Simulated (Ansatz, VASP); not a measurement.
**Sn: VASP beside Ansatz**

INCAR

```
ALGO = Normal
EDIFF = 1E-7
ENCUT = 520
GGA = PE
ISIF = 2
ISMEAR = -1
LASPH = T
LCHARG = F
LREAL = F
LWAVE = F
NBANDS = 13
NELM = 80
PREC = Accurate
SIGMA = 0.05
```

Contents of KPOINTS:

```
k-points
0
Gamma
  14 14 14
```

Contents of POSCAR:

```
Sn
1.0
   -1.8868415219      1.8868415219      1.8868415219
    1.8868415219     -1.8868415219      1.8868415219
    1.8868415219      1.8868415219     -1.8868415219
Sn
1
Direct
    0.0000000000      0.0000000000      0.0000000000
```

Input for Ansatz:

```yaml
crystal:
  lattice:
    - [-1.8868415219, 1.8868415219, 1.8868415219]
    - [1.8868415219, -1.8868415219, 1.8868415219]
    - [1.8868415219, 1.8868415219, -1.8868415219]
  atoms:
    - { symbol: Sn, position: [0.0, 0.0, 0.0] }
kpoints:
  mp_grid: { grid: [14, 14, 14] }
scf:
  occupations: { method: fermi_dirac, width: 0.05 }
hamiltonian:
  xc: pbe
  pseudopotentials: { kind: paw }
output:
  forces: true
  stress: true
  eigenvalues: true
```

Change from the starting cell: volume scaled by 0.973, to set the pressure.

Alike in both runs: task single point; functional PBE; k mesh 14 × 14 × 14; occupations fermi-dirac, width 0.05 eV; no spin polarisation.

|  | VASP | Ansatz |
| --- | --- | --- |
| version | VASP 6.6.1 | Ansatz 0.2.0 |
| potentials or method | VASP PAW PBE potentials, release 64 (Sn_d) | PAW with Ansatz's default frozen-core files, scalar-relativistic |
| plane-wave cutoff (eV) | 520 | 420 |
| valence electrons in the cell | 14 | 14 |

```csv
,VASP,Ansatz,Ansatz less VASP
pressure (GPa),1.4,1.4,+0.04
```
